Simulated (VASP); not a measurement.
# WS2 (Tungstenite) (P6_3/mmc) in VASP: further runs

Runs on WS2 (Tungstenite). Level: LDA. Tasks: single point.

Program: VASP 6.6.1. These are calculated values, not measurements. Logs are shortened: lines on timing, memory, paths and dates and some standing lists are left out, and cuts for length are marked.

### 1 The cell of the first run

The structure is hexagonal, space group P6_3/mmc (No. 194). The conventional cell has a = 3.064 Å, b = 3.064 Å, c = 12.254 Å, α = 90.00°, β = 90.00°, γ = 120.00°. W (site symmetry -6m2) has 6 S at 2.38 Å and 6 W at 3.06 Å within 3.1 Å. Within 3.1 Å of S (site symmetry 3m) lie 3 W at 2.38 Å and 6 S at 3.06 Å.

### 2 Single point, LDA (in-plane strain -0.02, then relaxed in part)

INCAR

```
ALGO     = Normal         # electronic algorithm
EDIFF    = 1E-6           # SCF threshold, eV
ENCUT    = 520            # plane-wave cutoff, eV
ISIF     = 2              # what is computed and relaxed
ISMEAR   = 0              # smearing method
LASPH    = True           # aspherical terms in the spheres
LCHARG   = True           # write CHGCAR
LELF     = True           # ELF
LREAL    = False          # projectors in reciprocal space
LVHAR    = True         
LWAVE    = False          # write WAVECAR
NBANDS   = 35             # bands
NELM     = 60             # most SCF steps
PREC     = Accurate       # precision mode
SIGMA    = 0.01           # smearing width, eV
```

KPOINTS

```
k-points
0
Gamma
  6 6 2
```

POSCAR

```
WS2
1.0
    3.0642869389      0.0000000000      0.0000000000
   -1.5321434694      2.6537503336      0.0000000000
    0.0000000000      0.0000000000     12.2538286168
W S
2 4
Direct
    0.3333333333      0.6666666667      0.2500000000
    0.6666666667      0.3333333333      0.7500000000
    0.3333333333      0.6666666667      0.6205823209
    0.6666666667      0.3333333333      0.1205823209
    0.3333333333      0.6666666667      0.8794176791
    0.6666666667      0.3333333333      0.3794176791
```

Potentials or basis: VASP PAW LDA potentials, release 64 (W_sv, S).

Run with:

```bash
cat potpaw_LDA.64/W_sv/POTCAR potpaw_LDA.64/S/POTCAR > POTCAR
mpirun -np 1 vasp_std > vasp.out
```

OUTCAR:

```text
EDIFF = 1E-6
   ENCUT = 520
   ISIF = 2
   ISMEAR = 0
   LASPH = True
   LREAL = False
   NELM = 60
   PREC = Accurate

 ion  position               nearest neighbor table
   1  0.333  0.667  0.250-   4 2.38   6 2.38   4 2.38   6 2.38   4 2.38   6 2.38
   2  0.667  0.333  0.750-   3 2.38   5 2.38   3 2.38   5 2.38   3 2.38   5 2.38
   3  0.333  0.667  0.621-   2 2.38   2 2.38   2 2.38
   4  0.667  0.333  0.121-   1 2.38   1 2.38   1 2.38
   5  0.333  0.667  0.879-   2 2.38   2 2.38   2 2.38
   6  0.667  0.333  0.379-   1 2.38   1 2.38   1 2.38

  LATTYP: Found a hexagonal cell.
 ALAT       =     3.0642869389
 C/A-ratio  =     3.9989168316

  Lattice vectors:

 A1 = (   3.0642869389,   0.0000000000,   0.0000000000)
 A2 = (  -1.5321434694,   2.6537503336,   0.0000000000)
 A3 = (   0.0000000000,   0.0000000000,  12.2538286168)

Analysis of symmetry for initial positions (statically):
=====================================================================
 Subroutine PRICEL returns:
 Original cell was already a primitive cell.

 Routine SETGRP: Setting up the symmetry group for a
 hexagonal supercell.

 Subroutine GETGRP returns: Found 24 space group operations
 (whereof 12 operations were pure point group operations)
 out of a pool of 24 trial point group operations.

The static configuration has the point symmetry D_3d.
 The point group associated with its full space group is D_6h.

Analysis of symmetry for dynamics (positions and initial velocities):
=====================================================================
 Subroutine PRICEL returns:
 Original cell was already a primitive cell.

 Routine SETGRP: Setting up the symmetry group for a
 hexagonal supercell.

 Subroutine GETGRP returns: Found 24 space group operations
 (whereof 12 operations were pure point group operations)
 out of a pool of 24 trial point group operations.

The dynamic configuration has the point symmetry D_3d.
 The point group associated with its full space group is D_6h.

 Subroutine INISYM returns: Found 24 space group operations
 (whereof 12 operations are pure point group operations),
 and found     1 'primitive' translations

----------------------------------------------------------------------------------------

                                     Primitive cell

  volume of cell :      99.6463

  direct lattice vectors                    reciprocal lattice vectors
     3.064286939  0.000000000  0.000000000     0.326340196  0.188412600  0.000000000
    -1.532143469  2.653750334  0.000000000     0.000000000  0.376825200  0.000000000
     0.000000000  0.000000000 12.253828617     0.000000000  0.000000000  0.081607148

  length of vectors
     3.064286939  3.064286939 12.253828617     0.376825200  0.376825200  0.081607148

  position of ions in fractional coordinates (direct lattice)
     0.333333333  0.666666667  0.250000000
     0.666666667  0.333333333  0.750000000
     0.333333333  0.666666667  0.620582321
     0.666666667  0.333333333  0.120582321
     0.333333333  0.666666667  0.879417679
     0.666666667  0.333333333  0.379417679

  ion indices of the primitive-cell ions
   primitive index   ion index
                 1           1
                 2           2
                 3           3
                 4           4
                 5           5
                 6           6

----------------------------------------------------------------------------------------

 KPOINTS: k-points

Automatic generation of k-mesh.
 Grid dimensions read from file:
 generate k-points for:    6    6    2

 Generating k-lattice:

  Cartesian coordinates                     Fractional coordinates (reciprocal lattice)
     0.054390033  0.031402100  0.000000000     0.166666667  0.000000000  0.000000000
     0.000000000  0.062804200  0.000000000     0.000000000  0.166666667  0.000000000
     0.000000000  0.000000000  0.040803574     0.000000000  0.000000000  0.500000000

  Length of vectors
     0.062804200  0.062804200  0.040803574

  Shift w.r.t. Gamma in fractional coordinates (k-lattice)
     0.000000000  0.000000000  0.000000000

 Subroutine IBZKPT returns following result:
 ===========================================

 Found     14 irreducible k-points:

 Following reciprocal coordinates:
            Coordinates               Weight
  0.000000  0.000000  0.000000      1.000000
  0.166667  0.000000  0.000000      6.000000
  0.333333 -0.000000  0.000000      6.000000
  0.500000 -0.000000  0.000000      3.000000
  0.166667  0.166667  0.000000      6.000000
  0.333333  0.166667  0.000000     12.000000
  0.333333  0.333333  0.000000      2.000000
  0.000000  0.000000  0.500000      1.000000
  0.166667  0.000000  0.500000      6.000000
  0.333333 -0.000000  0.500000      6.000000
  0.500000 -0.000000  0.500000      3.000000
  0.166667  0.166667  0.500000      6.000000
  0.333333  0.166667  0.500000     12.000000
  0.333333  0.333333  0.500000      2.000000
   k-points           NKPTS =     14   k-points in BZ     NKDIM =     14   number of bands    NBANDS=     35
   number of dos      NEDOS =    301   number of ions     NIONS =      6
   total plane-waves  NPLWV =  55296
   dimension x,y,z NGX =    24 NGY =   24 NGZ =   96
   dimension x,y,z NGXF=    48 NGYF=   48 NGZF=  192
   ions per type =               2   4
   NGX,Y,Z   is equivalent  to a cutoff of  13.02, 13.02, 13.02 a.u.
   NGXF,Y,Z  is equivalent  to a cutoff of  26.04, 26.04, 26.05 a.u.
 SYSTEM =  unknown system
   PREC   = accura    normal or accurate (medium, high low for compatibility)
   ISTART =      0    job   : 0-new  1-cont  2-samecut
   ICHARG =      2    charge: 1-file 2-atom 10-const
   ISPIN  =      1    spin polarized calculation?
   LNONCOLLINEAR =      F non collinear calculations
   LSORBIT =      F    spin-orbit coupling
   LASPH  =      T    aspherical Exc in radial PAW
   ENCUT  =  520.0 eV  38.22 Ry    6.18 a.u.   5.70  5.70 22.78*2*pi/ulx,y,z
   NELM   =     60;   NELMIN=  2; NELMDL= -5     # of ELM steps
   EDIFF  = 0.1E-05   stopping-criterion for ELM
   LREAL  =      F    real-space projection
   EDIFFG = 0.1E-04   stopping-criterion for IOM
   NSW    =      0    number of steps for IOM
   IBRION =     -1    ionic relax: 0-MD 1-quasi-New 2-CG
   NFREE  =      0    steps in history (QN), initial steepest desc. (CG)
   ISIF   =      2    stress and relaxation
   ISYM   =      2    0-nonsym 1-usesym 2-fastsym
   POTIM  = 0.5000    time-step for ionic-motion
   TEBEG  =    0.0;   TEEND  =   0.0 temperature during run
   PSTRESS=    0.0 pullay stress
   NELECT =      52.0000    total number of electrons
   NUPDOWN=      -1.0000    fix difference up-down
   EMIN   =  10.00;   EMAX   =-10.00  energy-range for DOS
   EFERMI =   0.00;   METHOD = LEGACY
   ISMEAR =     0;   SIGMA  =   0.01  broadening in eV -4-tet -1-fermi 0-gaus
   EFERMI_NEDOS =   21; number of points for ismear=-14 and -15
   IALGO  =     38    algorithm
   IMIX   =      4    mixing-type and parameters
     AMIX     =   0.40;   BMIX     =  1.00
     AMIX_MAG =   1.60;   BMIX_MAG =  1.00
  volume/ion in A,a.u.               =      16.61       112.07
  Fermi-wavevector in a.u.,A,eV,Ry     =   1.318021  2.490698 23.635744  1.737178
  Thomas-Fermi vector in A             =   2.448020
   LORBIT       =      0    0 simple, 1 ext, 2 COOP (PROOUT), +10 PAW based schemes
   GGA     = CA    functional components
   LHFCALC =     F    Hartree Fock is set to
   AEXX    =    0.0000 exact exchange contribution
   IVDW    =     0    specifies the selected vdW correction
   LEPSILON=     F    determine dielectric tensor
   LRPA    =     F    only Hartree local field effects (RPA)
 non-spin polarized calculation
 Gauss-broadening in eV      SIGMA  =   0.01
  energy-cutoff  :      520.00
  volume of cell :       99.65
 maximum number of plane-waves:      2697
 NGX is ok and might be reduce to    24
   NGX = 11   NGY = 11   NGZ = 45

 number of electron      52.0000003 magnetization

 Free energy of the ion-electron system (eV)
  ---------------------------------------------------
  ext. energy  EPLUGINS =         0.00000000
  ---------------------------------------------------
  free energy    TOTEN  =       -52.42979435 eV

  energy without entropy =      -52.42979435  energy(sigma->0) =      -52.42979435

 E-fermi :   8.1059     XC(G=0): -11.5871

 val. band max:        7.9853476555   @ k =   0.0000   0.0000   0.0000
 cond. band min:       8.9004227253   @ k =   0.1667   0.1667   0.0000
 fundamental gap:      0.9150750697
 Fermi energy:         8.1058879573

 k-point     1 :       0.0000    0.0000    0.0000
  band No.  band energies     occupation
      1     -65.8812      2.00000
      2     -65.8812      2.00000
      3     -30.5015      2.00000
      4     -30.5014      2.00000
      5     -30.1904      2.00000
      6     -30.1904      2.00000
[... 27 lines left out ...]
     34      10.9008      0.00000
     35      13.4324      0.00000

 k-point     2 :       0.1667    0.0000    0.0000
  band No.  band energies     occupation
      1     -65.8737      2.00000
      2     -65.8737      2.00000
      3     -30.4775      2.00000
      4     -30.4775      2.00000
      5     -30.3201      2.00000
      6     -30.3201      2.00000
[... 27 lines left out ...]
     34      11.5235      0.00000
     35      15.0428      0.00000

 k-point     3 :       0.3333   -0.0000    0.0000
  band No.  band energies     occupation
      1     -65.8587      2.00000
      2     -65.8587      2.00000
      3     -30.5716      2.00000
      4     -30.5716      2.00000
      5     -30.4293      2.00000
      6     -30.4293      2.00000
[... 27 lines left out ...]
     34      12.4918      0.00000
     35      14.0906      0.00000
[... 343 lines left out ...]
 k-point    13 :       0.3333    0.1667    0.5000
  band No.  band energies     occupation
      1     -65.8512      2.00000
      2     -65.8512      2.00000
      3     -30.6311      2.00000
      4     -30.6311      2.00000
      5     -30.4051      2.00000
      6     -30.4051      2.00000
[... 27 lines left out ...]
     34      12.6358      0.00000
     35      14.1535      0.00000

 k-point    14 :       0.3333    0.3333    0.5000
  band No.  band energies     occupation
      1     -65.8475      2.00000
      2     -65.8475      2.00000
      3     -30.5653      2.00000
      4     -30.5653      2.00000
      5     -30.5194      2.00000
      6     -30.5194      2.00000
[... 27 lines left out ...]
     34      13.2603      0.00000
     35      14.7797      0.00000

------------------------ aborting loop because EDIFF is reached ----------------------------------------

  FORCE on cell =-STRESS in cart. coord.  units (eV):
  Direction    XX          YY          ZZ          XY          YZ          ZX
  --------------------------------------------------------------------------------------
  -------------------------------------------------------------------------------------
  Total        4.5056859      4.5056859      0.2618725      0.0000000      0.0000000      0.0000000
  in kB       72.4452971     72.4452971      4.2105526      0.0000000      0.0000000      0.0000000
  external PRESSURE =      49.7003823 kB  Pullay stress =       0.0000000 kB

 VOLUME and BASIS-vectors are now :
 -----------------------------------------------------------------------------
  energy-cutoff  :      520.00
  volume of cell :       99.65
      direct lattice vectors                 reciprocal lattice vectors
     3.064286939  0.000000000  0.000000000     0.326340196  0.188412600  0.000000000
    -1.532143469  2.653750334  0.000000000     0.000000000  0.376825200  0.000000000
     0.000000000  0.000000000 12.253828617     0.000000000  0.000000000  0.081607148

 POSITION                                       TOTAL-FORCE (eV/Angst)
 -----------------------------------------------------------------------------------
     -0.00000      1.76917      3.06346        -0.000000     -0.000000     -0.000000
      1.53214      0.88458      9.19037         0.000000      0.000000     -0.000000
     -0.00000      1.76917      7.60451        -0.000000     -0.000000     -0.050214
      1.53214      0.88458      1.47760        -0.000000      0.000000     -0.050214
     -0.00000      1.76917     10.77623         0.000000     -0.000000      0.050214
      1.53214      0.88458      4.64932        -0.000000      0.000000      0.050214
 -----------------------------------------------------------------------------------
    total drift:                               -0.000000      0.000000     -0.000000

  FREE ENERGIE OF THE ION-ELECTRON SYSTEM (eV)
  ---------------------------------------------------
  free  energy   TOTEN  =       -52.4297943541 eV

  energy  without entropy=      -52.4297943541  energy(sigma->0) =      -52.42979435
```

Run time: 38 s. Hardware: 1 thread of Intel Xeon Platinum 8375C at 2.90GHz (Ice Lake), shared host; peak memory 0.2 GiB.

Results:

```
Free energy            : -52.4298 eV
Pressure               : 5.0 GPa
Largest force          : 0.050 eV/Å
Band gap on the k mesh : 0.92 eV, indirect (least direct gap 2.20 eV)
```

Forces on the atoms (eV/Å):
```
W    0.000  0.000  0.000
W    0.000  0.000  0.000
S    0.000  0.000 -0.050
S    0.000  0.000 -0.050
S    0.000  0.000  0.050
S    0.000  0.000  0.050
```

Levels at points of the mesh, in eV from the valence-band top:
| k point | band 22 | band 23 | band 24 | band 25 | band 26 | band 27 | band 28 | band 29 | band 30 | band 31 |
| --- | --- | --- | --- | --- | --- | --- | --- | --- | --- | --- |
| (0.00, 0.00, 0.00) | -1.84 | -1.84 | -1.54 | -1.48 | 0.00 | 2.70 | 2.70 | 2.71 | 2.71 | 2.71 |
| (0.50, 0.00, 0.00) | -2.81 | -1.61 | -1.58 | -1.48 | -1.34 | 2.78 | 2.87 | 2.92 | 3.26 | 3.34 |
| (0.00, 0.00, 0.50) | -1.86 | -1.86 | -1.86 | -0.37 | -0.37 | 2.68 | 2.68 | 2.68 | 2.68 | 2.83 |
| (0.50, 0.00, 0.50) | -2.96 | -1.53 | -1.53 | -1.46 | -1.46 | 2.89 | 2.89 | 3.09 | 3.09 | 3.60 |

Caveat: the cell differs from its parent crystal (in-plane strain -0.02, then relaxed in part); spin-orbit coupling is left out, which moves the levels of the heavy elements. A k mesh can miss the band edges.

### 3 Single point, LDA (in-plane strain -0.02)

INCAR

```
PREC = Accurate ; ENCUT = 520
EDIFF = 1E-6 ; ISMEAR = 0
SIGMA = 0.01 ; LREAL = False
LASPH = True ; NELM = 80
ALGO = Normal ; ISIF = 2
LWAVE = False ; LCHARG = False
NBANDS = 35
```

KPOINTS

```
Automatic mesh
0
Gamma
  6 6 2
```

POSCAR

```
WS2
1.0
    3.0642869389      0.0000000000      0.0000000000
   -1.5321434694      2.6537503336      0.0000000000
    0.0000000000      0.0000000000     12.3050978093
W S
2 4
Direct
    0.3333333333      0.6666666667      0.2500000000
    0.6666666667      0.3333333333      0.7500000000
    0.3333333333      0.6666666667      0.6215353982
    0.6666666667      0.3333333333      0.1215353982
    0.3333333333      0.6666666667      0.8784646018
    0.6666666667      0.3333333333      0.3784646018
```

Potentials or basis: VASP PAW LDA potentials, release 64 (W_sv, S).

Run with:

```bash
cat potpaw_LDA.64/W_sv/POTCAR potpaw_LDA.64/S/POTCAR > POTCAR
mpirun -np 1 vasp_std > vasp.out
```

It took 36 s on 1 thread of Intel Xeon Platinum 8375C at 2.90GHz (Ice Lake), shared host; peak memory 0.2 GiB.

Results (log left out):

```
Free energy            : -52.4273 eV
Pressure               : 5.5 GPa
Largest force          : 0.168 eV/Å
Band gap on the k mesh : 0.95 eV, indirect (least direct gap 2.20 eV)
```

Forces in eV/Å, atoms in the order of the input:
```
W    0.000  0.000  0.000
W    0.000  0.000  0.000
S    0.000  0.000 -0.168
S    0.000  0.000 -0.168
S    0.000  0.000  0.168
S    0.000  0.000  0.168
```

Stress tensor (GPa, compression positive):
```
7.61 0.00 0.00
0.00 7.61 0.00
0.00 0.00 1.34
```

Levels at points of the mesh, in eV from the valence-band top:
| k point | band 22 | band 23 | band 24 | band 25 | band 26 | band 27 | band 28 | band 29 | band 30 | band 31 |
| --- | --- | --- | --- | --- | --- | --- | --- | --- | --- | --- |
| (0.00, 0.00, 0.00) | -1.86 | -1.86 | -1.52 | -1.51 | 0.00 | 2.71 | 2.71 | 2.72 | 2.72 | 2.74 |
| (0.50, 0.00, 0.00) | -2.80 | -1.59 | -1.58 | -1.47 | -1.35 | 2.81 | 2.87 | 2.92 | 3.29 | 3.34 |
| (0.00, 0.00, 0.50) | -1.88 | -1.88 | -1.88 | -0.38 | -0.38 | 2.70 | 2.70 | 2.70 | 2.70 | 2.85 |
| (0.50, 0.00, 0.50) | -2.93 | -1.52 | -1.52 | -1.47 | -1.47 | 2.89 | 2.89 | 3.11 | 3.11 | 3.62 |

Caveat: the cell differs from its parent crystal (in-plane strain -0.02); spin-orbit coupling is left out, which moves the levels of the heavy elements. A k mesh can miss the band edges.

(Continued in part 2 of 3.)
